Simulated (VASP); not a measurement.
A run of VASP 6.6.1:

Contents of INCAR:

```
  ALGO = Normal
  EDIFF = 1E-6
  ENCUT = 600
  GGA = CA
  GGA_COMPAT = False
  ISIF = 2
  ISMEAR = 0
  ISPIN = 2
  LASPH = True
  LCHARG = True
  LDAU = True
  LDAUJ = 0 0
  LDAUL = 3 -1
  LDAUPRINT = 1
  LDAUTYPE = 2
  LDAUU = 8 0
  LELF = True
  LMAXMIX = 6
  LORBIT = 11
  LREAL = False
  LVHAR = True
  LWAVE = False
  MAGMOM = 7.43 -7.43 0 0
  NBANDS = 35
  NELM = 200
  PREC = Accurate
  SIGMA = 0.05
```

Contents of KPOINTS:

```
k-points
0
Gamma
  6 6 6
```

POSCAR

```
EuO
1.0
    0.0000000000      2.5719519700      2.5719519700
    2.5719519700      0.0000000000      2.5719519700
    5.1439039400      5.1439039400      0.0000000000
Eu O
2 2
Direct
    0.5000000000      0.5000000000      0.2500000000
    0.5000000000      0.5000000000      0.7500000000
    0.0000000000      0.0000000000      0.0000000000
    0.0000000000      0.0000000000      0.5000000000
```

Potentials or basis: VASP PAW PBE potentials, release 64 (Eu, O).

Command:

```console
$ cat potpaw_PBE.64/Eu/POTCAR potpaw_PBE.64/O/POTCAR > POTCAR
$ mpirun -np 1 vasp_std > vasp.out
```

Hardware: 1 thread of Oxide Virtual Turin-like Processor, with other jobs on the host.

Estimate the wall time of this run.

Run time: 7.4 min on 1 thread of Oxide Virtual Turin-like Processor, with other jobs on the host, peak memory 0.26 GiB. Counts: scf iterations 19, k points 32.
